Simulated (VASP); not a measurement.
# Al (Fd-3m) in VASP: a series of runs

The runs below take Al through single point, with PBE.

All numbers are computed with VASP 6.6.1; they aren't measurements. Logs are shortened: lines on timing, memory, paths and dates and some standing lists are left out, and cuts for length are marked.

### 1 The cell of the first run

It takes space group Fd-3m (No. 227, cubic). The conventional cell has a = 6.004 Å, b = 6.004 Å, c = 6.004 Å, α = 90.00°, β = 90.00°, γ = 90.00°. Within 3.4 Å of Al (site symmetry -43m) lie 4 Al at 2.60 Å.

This isn't the form of Al at room conditions, which is fcc.

### 2 Single point, PBE

Contents of INCAR:

```
SYSTEM = Al
PREC = Accurate
ENCUT = 500
EDIFF = 1E-6
ISMEAR = -1
SIGMA = 0.06122561905347299
LREAL = .False.
LASPH = .True.
NELM = 120
ALGO = Normal
ISIF = 2
LWAVE = .False.
LCHARG = .False.
GGA = PE
NBANDS = 10
GGA_COMPAT = .False.
```

Contents of KPOINTS:

```
Automatic mesh
0
Gamma
  31 31 31
  0 0 0
```

Contents of POSCAR:

```
Al
1.0
    0.0000000000      3.0020400827      3.0020400827
    3.0020400827      0.0000000000      3.0020400827
    3.0020400827      3.0020400827      0.0000000000
Al
2
Direct
    0.0000000000      0.0000000000      0.0000000000
    0.2500000000      0.2500000000      0.2500000000
```

Potentials or basis: VASP PAW PBE potentials, release 64 (Al).

Started as:

```bash
cat potpaw_PBE.64/Al/POTCAR > POTCAR
mpirun -np 1 vasp_std > vasp.out
```

OUTCAR:

```text
SYSTEM = Al
   PREC = Accurate
   ENCUT = 500
   EDIFF = 1E-6
   ISMEAR = -1
   LREAL = .False.
   LASPH = .True.
   NELM = 120
   ISIF = 2
   GGA = PE

 ion  position               nearest neighbor table
   1  0.000  0.000  0.000-   2 2.60   2 2.60   2 2.60   2 2.60
   2  0.250  0.250  0.250-   1 2.60   1 2.60   1 2.60   1 2.60

  LATTYP: Found a face centered cubic cell.
 ALAT       =     6.0040801654

  Lattice vectors:

 A1 = (   0.0000000000,   3.0020400827,   3.0020400827)
 A2 = (   3.0020400827,   0.0000000000,   3.0020400827)
 A3 = (   3.0020400827,   3.0020400827,   0.0000000000)

Analysis of symmetry for initial positions (statically):
=====================================================================
 Subroutine PRICEL returns:
 Original cell was already a primitive cell.

 Routine SETGRP: Setting up the symmetry group for a
 face centered cubic supercell.

 Subroutine GETGRP returns: Found 48 space group operations
 (whereof 24 operations were pure point group operations)
 out of a pool of 48 trial point group operations.

The static configuration has the point symmetry T_d .
 The point group associated with its full space group is O_h .

Analysis of symmetry for dynamics (positions and initial velocities):
=====================================================================
 Subroutine PRICEL returns:
 Original cell was already a primitive cell.

 Routine SETGRP: Setting up the symmetry group for a
 face centered cubic supercell.

 Subroutine GETGRP returns: Found 48 space group operations
 (whereof 24 operations were pure point group operations)
 out of a pool of 48 trial point group operations.

The dynamic configuration has the point symmetry T_d .
 The point group associated with its full space group is O_h .

 Subroutine INISYM returns: Found 48 space group operations
 (whereof 24 operations are pure point group operations),
 and found     1 'primitive' translations

----------------------------------------------------------------------------------------

                                     Primitive cell

  volume of cell :      54.1102

  direct lattice vectors                    reciprocal lattice vectors
     0.000000000  3.002040083  3.002040083    -0.166553406  0.166553406  0.166553406
     3.002040083  0.000000000  3.002040083     0.166553406 -0.166553406  0.166553406
     3.002040083  3.002040083  0.000000000     0.166553406  0.166553406 -0.166553406

  length of vectors
     4.245525800  4.245525800  4.245525800     0.288478961  0.288478961  0.288478961

  position of ions in fractional coordinates (direct lattice)
     0.000000000  0.000000000  0.000000000
     0.250000000  0.250000000  0.250000000

  ion indices of the primitive-cell ions
   primitive index   ion index
                 1           1
                 2           2

----------------------------------------------------------------------------------------

 KPOINTS: Automatic mesh

Automatic generation of k-mesh.
 Grid dimensions read from file:
 generate k-points for:   31   31   31

 Generating k-lattice:

  Cartesian coordinates                     Fractional coordinates (reciprocal lattice)
    -0.005372691  0.005372691  0.005372691     0.032258065  0.000000000  0.000000000
     0.005372691 -0.005372691  0.005372691     0.000000000  0.032258065  0.000000000
     0.005372691  0.005372691 -0.005372691     0.000000000  0.000000000  0.032258065

  Length of vectors
     0.009305773  0.009305773  0.009305773

  Shift w.r.t. Gamma in fractional coordinates (k-lattice)
     0.000000000  0.000000000  0.000000000

 Subroutine IBZKPT returns following result:
 ===========================================

 Found    816 irreducible k-points:

 Following reciprocal coordinates:
            Coordinates               Weight
  0.000000  0.000000  0.000000      1.000000
  0.032258  0.000000  0.000000      8.000000
  0.064516  0.000000  0.000000      8.000000
  0.096774  0.000000  0.000000      8.000000
  0.129032  0.000000  0.000000      8.000000
  0.161290  0.000000  0.000000      8.000000
[... 16 lines left out ...]
  0.225806  0.032258  0.000000     24.000000
  0.258065  0.032258  0.000000     24.000000
 [... further k-points ...]
   k-points           NKPTS =    816   k-points in BZ     NKDIM =    816   number of bands    NBANDS=     10
   number of dos      NEDOS =    301   number of ions     NIONS =      2
   total plane-waves  NPLWV =  32768
   dimension x,y,z NGX =    32 NGY =   32 NGZ =   32
   dimension x,y,z NGXF=    64 NGYF=   64 NGZF=   64
   ions per type =               2
   NGX,Y,Z   is equivalent  to a cutoff of  12.53, 12.53, 12.53 a.u.
   NGXF,Y,Z  is equivalent  to a cutoff of  25.06, 25.06, 25.06 a.u.
 SYSTEM =  Al
   PREC   = accura    normal or accurate (medium, high low for compatibility)
   ISTART =      0    job   : 0-new  1-cont  2-samecut
   ICHARG =      2    charge: 1-file 2-atom 10-const
   ISPIN  =      1    spin polarized calculation?
   LNONCOLLINEAR =      F non collinear calculations
   LSORBIT =      F    spin-orbit coupling
   LASPH  =      T    aspherical Exc in radial PAW
   ENCUT  =  500.0 eV  36.75 Ry    6.06 a.u.   7.74  7.74  7.74*2*pi/ulx,y,z
   NELM   =    120;   NELMIN=  2; NELMDL= -5     # of ELM steps
   EDIFF  = 0.1E-05   stopping-criterion for ELM
   LREAL  =      F    real-space projection
   EDIFFG = 0.1E-04   stopping-criterion for IOM
   NSW    =      0    number of steps for IOM
   IBRION =     -1    ionic relax: 0-MD 1-quasi-New 2-CG
   NFREE  =      0    steps in history (QN), initial steepest desc. (CG)
   ISIF   =      2    stress and relaxation
   ISYM   =      2    0-nonsym 1-usesym 2-fastsym
   POTIM  = 0.5000    time-step for ionic-motion
   TEBEG  =    0.0;   TEEND  =   0.0 temperature during run
   PSTRESS=    0.0 pullay stress
   NELECT =       6.0000    total number of electrons
   NUPDOWN=      -1.0000    fix difference up-down
   EMIN   =  10.00;   EMAX   =-10.00  energy-range for DOS
   EFERMI =   0.00;   METHOD = LEGACY
   ISMEAR =    -1;   SIGMA  =   0.06  broadening in eV -4-tet -1-fermi 0-gaus
   EFERMI_NEDOS =   21; number of points for ismear=-14 and -15
   IALGO  =     38    algorithm
   IMIX   =      4    mixing-type and parameters
     AMIX     =   0.40;   BMIX     =  1.00
     AMIX_MAG =   1.60;   BMIX_MAG =  1.00
  volume/ion in A,a.u.               =      27.06       182.58
  Fermi-wavevector in a.u.,A,eV,Ry     =   0.786500  1.486270  8.416324  0.618582
  Thomas-Fermi vector in A             =   1.891051
   LORBIT       =      0    0 simple, 1 ext, 2 COOP (PROOUT), +10 PAW based schemes
   GGA     = PE    functional components
   LHFCALC =     F    Hartree Fock is set to
   AEXX    =    0.0000 exact exchange contribution
   IVDW    =     0    specifies the selected vdW correction
   LEPSILON=     F    determine dielectric tensor
   LRPA    =     F    only Hartree local field effects (RPA)
 non-spin polarized calculation
  energy-cutoff  :      500.00
  volume of cell :       54.11
 maximum number of plane-waves:      1393
   NGX = 15   NGY = 15   NGZ = 15

 number of electron       6.0000000 magnetization

 Free energy of the ion-electron system (eV)
  ---------------------------------------------------
  ext. energy  EPLUGINS =         0.00000000
  ---------------------------------------------------
  free energy    TOTEN  =        -6.00631568 eV

  energy without entropy =       -5.98703482  energy(sigma->0) =       -5.99667525

 E-fermi :   2.9111     XC(G=0):  -8.2035

 val. band max:        2.9104854687   @ k =  -0.4194   0.3226   0.0323
 cond. band min:       2.9136702993   @ k =   0.4516   0.2903   0.0323
 fundamental gap:      0.0031848305
 Fermi energy:         2.9110586889

 k-point     1 :       0.0000    0.0000    0.0000
  band No.  band energies     occupation
      1      -5.0233      2.00000
      2       5.0556      0.00000
      3       5.0556      0.00000
      4       5.0556      0.00000
      5       6.9075      0.00000
      6       6.9075      0.00000
      7       6.9075      0.00000
      8       8.3061      0.00000
      9      10.8177      0.00000
     10      10.8447      0.00000

 k-point     2 :       0.0323    0.0000    0.0000
  band No.  band energies     occupation
      1      -5.0116      2.00000
      2       4.9176      0.00000
      3       5.0329      0.00000
      4       5.0329      0.00000
      5       6.9400      0.00000
      6       6.9400      0.00000
      7       6.9488      0.00000
      8       8.3764      0.00000
      9      10.7956      0.00000
     10      10.7964      0.00000

 k-point     3 :       0.0645    0.0000    0.0000
  band No.  band energies     occupation
      1      -4.9767      2.00000
      2       4.5706      0.00000
      3       4.9703      0.00000
      4       4.9703      0.00000
      5       7.0074      0.00000
      6       7.0305      0.00000
      7       7.0305      0.00000
      8       8.5891      0.00000
      9      10.6686      0.00000
     10      10.6686      0.00000

 k-point     4 :       0.0968    0.0000    0.0000
  band No.  band energies     occupation
      1      -4.9185      2.00000
      2       4.1164      0.00000
      3       4.8799      0.00000
      4       4.8799      0.00000
      5       7.0116      0.00000
      6       7.1618      0.00000
      7       7.1618      0.00000
      8       8.9221      0.00000
      9      10.5070      0.00000
     10      10.5070      0.00000

 k-point     5 :       0.1290    0.0000    0.0000
  band No.  band energies     occupation
      1      -4.8375      2.00000
      2       3.6149      0.00002
      3       4.7746      0.00000
      4       4.7746      0.00000
      5       6.9612      0.00000
      6       7.3119      0.00000
      7       7.3119      0.00000
      8       9.3259      0.00000
      9      10.3528      0.00000
     10      10.3528      0.00000

 k-point     6 :       0.1613    0.0000    0.0000
  band No.  band energies     occupation
      1      -4.7338      2.00000
      2       3.0957      0.09338
      3       4.6642      0.00000
      4       4.6642      0.00000
      5       6.8787      0.00000
      6       7.4571      0.00000
      7       7.4571      0.00000
      8       9.7578      0.00000
      9      10.2413      0.00000
     10      10.2413      0.00000
[... 183 lines left out ...]
 k-point    21 :       0.1613    0.0323    0.0000
  band No.  band energies     occupation
      1      -4.7605      2.00000
      2       3.2678      0.00588
      3       4.5495      0.00000
      4       4.7430      0.00000
      5       6.9502      0.00000
      6       7.2729      0.00000
      7       7.5943      0.00000
      8       9.5227      0.00000
      9      10.1377      0.00000
     10      10.4970      0.00000

 k-point    22 :       0.1935    0.0323    0.0000
  band No.  band energies     occupation
      1      -4.6421      2.00000
      2       2.7486      1.86855
      3       4.4388      0.00000
      4       4.6345      0.00000
      5       6.8807      0.00000
      6       7.3824      0.00000
      7       7.7232      0.00000
      8       9.6977      0.00000
      9      10.3168      0.00000
     10      10.4483      0.00000

 k-point    23 :       0.2258    0.0323    0.0000
  band No.  band energies     occupation
      1      -4.5021      2.00000
      2       2.2332      1.99997
      3       4.3373      0.00000
      4       4.5251      0.00000
      5       6.7918      0.00000
      6       7.4701      0.00000
      7       7.8036      0.00000
      8       9.7775      0.00000
      9      10.4847      0.00000
     10      10.6675      0.00000

 k-point    24 :       0.2581    0.0323    0.0000
  band No.  band energies     occupation
      1      -4.3414      2.00000
      2       1.7290      2.00000
      3       4.2471      0.00000
      4       4.4197      0.00000
      5       6.6999      0.00000
      6       7.5128      0.00000
      7       7.8272      0.00000
      8       9.9076      0.00000
      9      10.6197      0.00000
     10      11.0080      0.00000

 [... further k-points ...]

------------------------ aborting loop because EDIFF is reached ----------------------------------------

  FORCE on cell =-STRESS in cart. coord.  units (eV):
  Direction    XX          YY          ZZ          XY          YZ          ZX
  --------------------------------------------------------------------------------------
  -------------------------------------------------------------------------------------
  Total        0.2805383      0.2805383      0.2805383      0.0000000      0.0000000      0.0000000
  in kB        8.3066006      8.3066006      8.3066006      0.0000000      0.0000000      0.0000000
  external PRESSURE =       8.3066006 kB  Pullay stress =       0.0000000 kB

 VOLUME and BASIS-vectors are now :
 -----------------------------------------------------------------------------
  energy-cutoff  :      500.00
  volume of cell :       54.11
      direct lattice vectors                 reciprocal lattice vectors
     0.000000000  3.002040083  3.002040083    -0.166553406  0.166553406  0.166553406
     3.002040083  0.000000000  3.002040083     0.166553406 -0.166553406  0.166553406
     3.002040083  3.002040083  0.000000000     0.166553406  0.166553406 -0.166553406

 POSITION                                       TOTAL-FORCE (eV/Angst)
 -----------------------------------------------------------------------------------
      0.00000      0.00000      0.00000        -0.000000      0.000000      0.000000
      1.50102      1.50102      1.50102         0.000000     -0.000000     -0.000000
 -----------------------------------------------------------------------------------
    total drift:                               -0.000000      0.000000      0.000000

  FREE ENERGIE OF THE ION-ELECTRON SYSTEM (eV)
  ---------------------------------------------------
  free  energy   TOTEN  =        -6.0063156841 eV

  energy  without entropy=       -5.9870348236  energy(sigma->0) =       -5.99667525
```

Run time: 70 s. Hardware: 1 thread of Intel Xeon 6975P-C (Granite Rapids), shared host; peak memory 0.43 GiB.

What came out:

```yaml
Free_energy: -6.0063 eV
Pressure: 0.8 GPa
Band_gap_on_the_k_mesh: zero (bands 3 and 4 overlap by 3.44 eV)
```

### 3 Single point, PBE

This run uses another cell than the first one, of 27.61 Å³/atom.

Contents of INCAR:

```
PREC     = Accurate       # precision mode
ENCUT    = 500            # plane-wave cutoff, eV
EDIFF    = 1E-6           # SCF threshold, eV
ISMEAR   = -1             # smearing method
SIGMA    = 0.06122561905347299 # smearing width, eV
LREAL    = F              # projectors in reciprocal space
LASPH    = T              # aspherical terms in the spheres
NELM     = 120            # most SCF steps
ALGO     = Normal         # electronic algorithm
ISIF     = 2              # what is computed and relaxed
LWAVE    = F              # write WAVECAR
LCHARG   = F              # write CHGCAR
GGA      = PE             # functional
NBANDS   = 10             # bands
GGA_COMPAT= F
```

Contents of KPOINTS:

```
regular mesh
0
Gamma
  31 31 31
```

Contents of POSCAR:

```
Al
1.0
    0.0000000000      3.0223247527      3.0223247527
    3.0223247527      0.0000000000      3.0223247527
    3.0223247527      3.0223247527      0.0000000000
Al
2
Direct
    0.0000000000      0.0000000000      0.0000000000
    0.2500000000      0.2500000000      0.2500000000
```

Potentials or basis: VASP PAW PBE potentials, release 64 (Al).

Started as:

```bash
cat potpaw_PBE.64/Al/POTCAR > POTCAR
mpirun -np 1 vasp_std > vasp.out
```

Run time: 71 s. Hardware: 1 thread of Intel Xeon 6975P-C (Granite Rapids), shared host; peak memory 0.44 GiB.

Results (log left out):

```
Free energy            : -6.0093 eV
Pressure               : 0.0 GPa
Band gap on the k mesh : zero (bands 3 and 4 overlap by 3.37 eV)
```

Levels at points of the mesh, in eV from the Fermi level:
| k point | band 1 | band 2 | band 3 | band 4 | band 5 | band 6 |
| --- | --- | --- | --- | --- | --- | --- |
| (0.00, 0.00, 0.00) | -7.85 | 2.11 | 2.11 | 2.11 | 3.96 | 3.96 |

### 4 Single point, PBE

This run uses another cell than the first one, of 28.16 Å³/atom.

Contents of INCAR:

```
SYSTEM = Al
ALGO = Normal ; EDIFF = 1E-6
ENCUT = 500 ; GGA = PE
GGA_COMPAT = .FALSE. ; ISIF = 2
ISMEAR = -1 ; LASPH = .TRUE.
LCHARG = .TRUE. ; LELF = .TRUE.
LREAL = .FALSE. ; LVHAR = .TRUE.
LWAVE = .FALSE. ; NBANDS = 10
NELM = 120 ; PREC = Accurate
SIGMA = 0.06122561905347299
```

Contents of KPOINTS:

```
k-points
0
G
  31 31 31
  0 0 0
```

Contents of POSCAR:

```
Al
1.0
    0.0000000000      3.0423407317      3.0423407317
    3.0423407317      0.0000000000      3.0423407317
    3.0423407317      3.0423407317      0.0000000000
Al
2
Direct
    0.0000000000      0.0000000000      0.0000000000
    0.2500000000      0.2500000000      0.2500000000
```

Started as:

```bash
cat potpaw_PBE.64/Al/POTCAR > POTCAR
mpirun -np 1 vasp_std > vasp.out
```

Run time: 75 s. Hardware: 1 thread of Intel Xeon 6975P-C (Granite Rapids), shared host; peak memory 0.44 GiB.

It converged, with:

```yaml
Free_energy: -6.0070 eV
Pressure: -0.7 GPa
Band_gap_on_the_k_mesh: zero (bands 3 and 4 overlap by 3.30 eV)
```

Levels at points of the mesh, in eV from the Fermi level:
```csv
k point,band 1,band 2,band 3,band 4,band 5,band 6,band 7,band 8
"(0.00, 0.00, 0.00)",-7.77,2.07,2.07,2.07,3.92,3.92,3.92,4.98
```

### 5 The runs side by side

```tsv
cell	gap on the mesh (eV)	pressure (GPa)
a = 4.246 Å, angles 60.0°, 2 atoms	none	0.8
a = 4.274 Å, angles 60.0°, 2 atoms	none	0.0
a = 4.303 Å, angles 60.0°, 2 atoms	none	-0.7
```

Alike in all rows: task single point; level PBE; potentials or basis VASP PAW PBE potentials, release 64 (Al); no spin polarisation; k mesh 31 × 31 × 31; cutoff (eV) 500; smearing fermi-dirac 0.0612256 eV.

Total energies depend on the potentials used, so only differences within one code and one set of settings carry meaning.
